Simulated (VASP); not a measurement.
PtAu2Se4: single point with PBE

Crystal: PtAu2Se4.

```
CELL_PARAMETERS angstrom
5.92593 0.00000 0.00000
-2.96296 5.13200 0.00000
0.00000 0.00000 5.98546
ATOMIC_POSITIONS crystal
Pt 0.33333 0.66667 0.00000
Se 0.18729 0.81271 0.50000
Se 0.18729 0.37457 0.50000
Se 0.62543 0.81271 0.50000
Se 0.66667 0.33333 0.50000
Au 0.00000 0.00000 0.78932
Au 0.00000 0.00000 0.21068
```

The cell was built from a structure type or drawn by symmetry, and may not be a known phase.

| Property | Result |
| --- | --- |
| Program | VASP 6.6.1 |
| Task | single point |
| Functional | PBE |
| Potentials or basis | VASP PAW PBE potentials, release 64 (Pt, Se, Au) |
| Cutoff | 520 eV |
| k mesh | 3 × 3 × 2 |
| Occupations | gaussian, width 0.15 eV |
| Spin | no spin polarisation |

- Pressure: 0.1 GPa
- Band gap on the k mesh: zero (bands 28 and 29 overlap by 0.93 eV)

Forces on the atoms (eV/Å):
```
Pt   0.000  0.000  0.000
Se   0.000  0.000  0.000
Se   0.000  0.001  0.000
Se   0.000  0.000  0.000
Se   0.000  0.000  0.000
Au   0.000  0.000  0.003
Au   0.000  0.000 -0.003
```

Stress tensor (GPa, compression positive):
```
 0.13  0.00  0.00
 0.00  0.13  0.00
 0.00  0.00 -0.01
```

Levels at points of the mesh, in eV from the Fermi level:
| k point | band 26 | band 27 | band 28 | band 29 | band 30 | band 31 |
| --- | --- | --- | --- | --- | --- | --- |
| (0.00, 0.00, 0.00) | 0.16 | 0.16 | 0.43 | 0.47 | 0.47 | 1.58 |
| (0.00, 0.00, 0.50) | -0.55 | 0.44 | 0.45 | 0.56 | 0.85 | 0.85 |

It took 99 s on 1 thread of AMD EPYC 7R43 64-Core Processor (Zen 3), with other jobs on the host, peak memory 0.29 GiB.

Caveat: the k points lie up to 0.52 Å⁻¹ apart, too coarse for converged energies and pressures of a metal; spin-orbit coupling is left out, which moves the levels of the heavy elements.
